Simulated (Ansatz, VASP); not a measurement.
**S in VASP and in Ansatz**

File POSCAR:

```
S
1.0
    0.0000000000      1.8767555279      2.2521066335
    1.8767555279      0.0000000000      2.2521066335
    1.8767555279      1.8767555279      0.0000000000
S
1
Direct
    0.0000000000      0.0000000000      0.0000000000
```

Contents of INCAR.step1:

```
SYSTEM = S
PREC = Accurate ; ENCUT = 520
ISMEAR = 0 ; SIGMA = 0.15
LREAL = .False. ; LASPH = .True.
NELM = 100 ; NBANDS = 9
GGA = PE ; ALGO = Normal
EDIFF = 1E-4 ; LWAVE = .True.
LCHARG = .False.
```

Contents of INCAR.step2:

```
SYSTEM = S
PREC = Accurate ; ENCUT = 520
EDIFF = 1E-7 ; ISMEAR = 0
SIGMA = 0.15 ; LREAL = .False.
LASPH = .True. ; NELM = 100
ALGO = Normal ; ISIF = 2
LWAVE = .False. ; LCHARG = .True.
METAGGA = R2SCAN ; LMIXTAU = .True.
LELF = .True. ; LVHAR = .True.
NBANDS = 9 ; ISTART = 1
```

KPOINTS

```
Automatic mesh
0
Gamma
  22 22 22
  0 0 0
```

Input for Ansatz:

```yaml
crystal:
  lattice:
    - [0.0, 1.8767555279, 2.2521066335]
    - [1.8767555279, 0.0, 2.2521066335]
    - [1.8767555279, 1.8767555279, 0.0]
  atoms:
    - { symbol: S, position: [0.0, 0.0, 0.0] }
basis:
  ecutwfc: 500
kpoints:
  mp_grid: { grid: [22, 22, 22] }
hamiltonian:
  xc: r2scan
scf:
  occupations: { method: gaussian, width: 0.15 }
output:
  forces: true
  stress: true
  eigenvalues: true
```

Alike in both runs: task single point; functional r2SCAN; k mesh 22 × 22 × 22; occupations gaussian, width 0.15 eV; no spin polarisation.

|  | VASP | Ansatz |
| --- | --- | --- |
| version | VASP 6.6.1 | Ansatz 0.2.0 |
| potentials or method | VASP PAW PBE potentials, release 64 (S), cutoff 520 eV | scalar-relativistic, plane waves, PAW |
| valence electrons in the cell | 6 | 6 |

|  | VASP | Ansatz | Ansatz less VASP |
| --- | --- | --- | --- |
| gap on the k mesh at the Fermi level (eV) | none | none | - |
| pressure (GPa) | 0.8 | 1.0 | +0.26 |
| traceless stress, the component that is largest in VASP (GPa) | 12.19 | 12.14 | -0.058 |

VASP's potentials were made for PBE, not for r2SCAN. A gap of «none» marks a metal or a gap that the smearing closes. The functional is the same, so the differences come from potentials, cutoffs and numerics.
